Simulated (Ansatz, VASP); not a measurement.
LiAl2B2 in VASP and in Ansatz

File INCAR:

```
SYSTEM = LiAl2B2
PREC = Accurate ; ENCUT = 600
EDIFF = 1E-6 ; ISMEAR = 0
SIGMA = 0.1 ; LREAL = .FALSE.
LASPH = .TRUE. ; NELM = 80
ALGO = Normal ; ISIF = 3
LWAVE = .FALSE. ; LCHARG = .FALSE.
GGA = PE ; IBRION = 2
NSW = 90 ; EDIFFG = -0.04
```

KPOINTS

```
regular mesh
0
G
  6 6 2
  0 0 0
```

The input POSCAR:

```
LiAl2B2
1.0
    2.4921876900      0.0000000000      0.0000000000
   -1.2460938500      2.1582978500      0.0000000000
    0.0000000000      0.0000000000      8.3589332800
Li Al B
1 2 2
Direct
    0.0000000000      0.0000000000      0.0000000000
    0.0000000000      0.0000000000      0.5242700400
    0.3333333300      0.6666666700      0.7484480600
    0.3333333300      0.6666666700      0.1954892000
    0.6666666700      0.3333333300      0.3594698400
```

Input for Ansatz:

```yaml
crystal:
  lattice:
    - [2.49218769, 0.0, 0.0]
    - [-1.24609385, 2.15829785, 0.0]
    - [0.0, 0.0, 8.35893328]
  atoms:
    - { symbol: Li, position: [0.0, 0.0, 0.0] }
    - { symbol: Al, position: [0.0, 0.0, 0.52427004] }
    - { symbol: Al, position: [0.33333333, 0.66666667, 0.74844806] }
    - { symbol: B, position: [0.33333333, 0.66666667, 0.1954892] }
    - { symbol: B, position: [0.66666667, 0.33333333, 0.35946984] }
basis:
  ecutwfc: 420
kpoints:
  mp_grid: { grid: [6, 6, 2] }
hamiltonian:
  xc: pbe
scf:
  occupations: { method: gaussian, width: 0.1 }
  lower_state_search: "off"
output:
  forces: true
  stress: true
  eigenvalues: true
relax:
  adjacent_minimum: "off"
  f_tol: 0.04
  max_steps: 70
  cell: { stress_tol: 0.4 }
```

Alike in both runs: task relaxation of cell and atoms; functional PBE; k mesh 6 × 6 × 2; occupations gaussian, width 0.1 eV; no spin polarisation.

```csv
,VASP,Ansatz
version,VASP 6.6.1,Ansatz 0.2.0
potentials or method,"VASP PAW PBE potentials, release 64 (Li_sv, Al, B), cutoff 600 eV","scalar-relativistic, plane waves, PAW"
valence electrons in the cell,15,15
```

|  | VASP | Ansatz | Ansatz less VASP |
| --- | --- | --- | --- |
| gap on the k mesh at the Fermi level, each at its own relaxed structure (eV) | none | none | - |
| relaxed volume (Å³/atom) | 12.04 | 12.08 | +0.038 |
| relaxed cell length with the largest relative difference (Å) | 2.994 | 2.999 | +0.0050 |

A gap of «none» marks a metal or a gap that the smearing closes.

The k mesh is coarse, so the values compare programs but aren't converged. Noted on VASP's run: the cutoff is short for stress, so the pressure is rough; the volume moved by over 15 % at a fixed basis, so the end points are rough.
